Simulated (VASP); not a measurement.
A run of VASP 6.6.1 is set up as follows.

The input INCAR:

```
SYSTEM = SnO2
PREC     = Accurate       ! precision mode
ENCUT    = 520            ! plane-wave cutoff, eV
EDIFF    = 1E-6           ! SCF threshold, eV
ISMEAR   = 0              ! smearing method
SIGMA    = 0.05           ! smearing width, eV
LREAL    = .FALSE.        ! projectors in reciprocal space
LASPH    = .TRUE.         ! aspherical terms in the spheres
NELM     = 80             ! most SCF steps
ALGO     = Normal         ! electronic algorithm
ISIF     = 2              ! what is computed and relaxed
LWAVE    = .FALSE.        ! write WAVECAR
LCHARG   = .FALSE.        ! write CHGCAR
GGA      = CA             ! functional
NBANDS   = 35             ! bands
```

Contents of KPOINTS:

```
Automatic mesh
0
G
  6 6 8
  0 0 0
```

Contents of POSCAR:

```
SnO2
1.0
    4.7222914751     -0.0000190634      0.0000887473
   -0.0000329150      4.7219836978      0.0000715238
    0.0000620627      0.0000413563      3.1906225088
Sn O
2 4
Direct
    0.5000006514      0.4999996401      0.4999999085
   -0.0000004005      0.0000003283     -0.0000002857
    0.3060827403      0.3060564703      0.0000069355
    0.8060822576      0.1939432212      0.5000020174
    0.1939179737      0.8060560979      0.4999990198
    0.6939167774      0.6939442421     -0.0000075955
```

Potentials or basis: VASP PAW LDA potentials, release 64 (Sn_d, O).

Run with:

```bash
$ cat potpaw_LDA.64/Sn_d/POTCAR potpaw_LDA.64/O/POTCAR > POTCAR
$ mpirun -np 1 vasp_std > vasp.out
```

(1) What does it give for the largest force?

(2) What does it give for the band gap on the k mesh?

Answers

(1) 0.021 eV/Å.

(2) 1.20 eV.

Caveat: spin-orbit coupling is left out, which moves the levels of the heavy elements.
